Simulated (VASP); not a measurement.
Sb: single point with PBEsol-based global hybrid

Sb:

```
CELL_PARAMETERS angstrom
3.35453 0.00000 0.00000
-1.67727 2.90511 0.00000
0.00000 0.00000 5.47016
ATOMIC_POSITIONS crystal
Sb 0.66667 0.33333 0.75000
Sb 0.33333 0.66667 0.25000
```

```yaml
Program: VASP 6.6.1
Task: single point
Functional: PBEsol-based global hybrid
Potentials_or_basis: VASP PAW PBE potentials, release 64 (Sb)
Cutoff: 520 eV
k_mesh: 5 × 5 × 3
Occupations: fermi-dirac, width 0.05 eV
Spin: no spin polarisation
Dipole_correction: no
Grid_for_exact_exchange_PRECFOCK: Normal
Share_of_exact_exchange: 0.25
Further_INCAR_settings: ALGO = Normal; EDIFF = 1e-07; NBANDS = 12
```

```
Pressure               : -5.2 GPa
Band gap on the k mesh : zero (band 5 reaches 13.35 eV, above the bottom of band 6 at 6.06 eV)
```

Stress tensor (GPa, compression positive):
```
-7.16  0.00  0.00
 0.00 -7.16  0.00
 0.00  0.00 -1.35
```

Levels at points of the mesh, in eV from the Fermi level:
| k point | band 2 | band 3 | band 4 | band 5 | band 6 | band 7 | band 8 | band 9 |
| --- | --- | --- | --- | --- | --- | --- | --- | --- |
| (0.00, 0.00, 0.00) | -10.62 | -7.07 | 4.54 | 4.54 | 6.35 | 6.35 | 6.67 | 8.82 |

It took 3.4 min on 1 thread of Intel(R) Xeon(R) 6975P-C (Granite Rapids), with other jobs on the host, peak memory 0.18 GiB.

Caveat: the k points lie up to 0.43 Å⁻¹ apart; the PAW data sets were made with another functional, which shifts forces and pressure a little; spin-orbit coupling is left out, which moves the levels of the heavy elements.
